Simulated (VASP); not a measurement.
# SnTe (rocksalt type): single point with PBE

The system is SnTe (rocksalt type).

```xyz
2
Lattice="0.0000 3.0474 3.0474 3.0474 0.0000 3.0474 3.0474 3.0474 0.0000" Properties=species:S:1:pos:R:3 pbc="T T T"
Sn    0.0000    0.0000    0.0000
Te    3.0474    3.0474    3.0474
```

```json
{
  "Program": "VASP 6.6.1",
  "Task": "single point",
  "Functional": "PBE",
  "Potentials or basis": "VASP PAW PBE potentials, release 64 (Sn_d, Te)",
  "Cutoff": "520 eV",
  "k mesh": "12 × 12 × 12",
  "Occupations": "fermi-dirac, width 0.1 eV",
  "Spin": "no spin polarisation",
  "Dipole correction": "no",
  "Further INCAR settings": "ALGO = Normal; EDIFF = 1e-06; NBANDS = 17"
}
```

| Item | Value |
| --- | --- |
| Pressure | 8.5 GPa |
| Band gap on the k mesh | 0.25 eV, direct |

Levels at points of the mesh, in eV from the valence-band top:
| k point | band 7 | band 8 | band 9 | band 10 | band 11 | band 12 | band 13 | band 14 |
| --- | --- | --- | --- | --- | --- | --- | --- | --- |
| (0.00, 0.00, 0.00) | -4.18 | -2.37 | -2.37 | -2.37 | 3.62 | 3.62 | 3.62 | 4.61 |
| (0.50, 0.00, 0.00) | -8.87 | -2.01 | -2.01 | 0.00 | 0.25 | 0.25 | 0.42 | 8.11 |
| (0.50, 0.50, 0.00) | -6.50 | -6.28 | -4.20 | -4.20 | 1.81 | 5.50 | 5.50 | 7.24 |

Run time: 100 s on 1 thread of AMD EPYC 7R13, with other jobs on the host, peak memory 0.19 GiB.

Caveat: spin-orbit coupling is left out, which moves the levels of the heavy elements. A k mesh can miss the band edges.
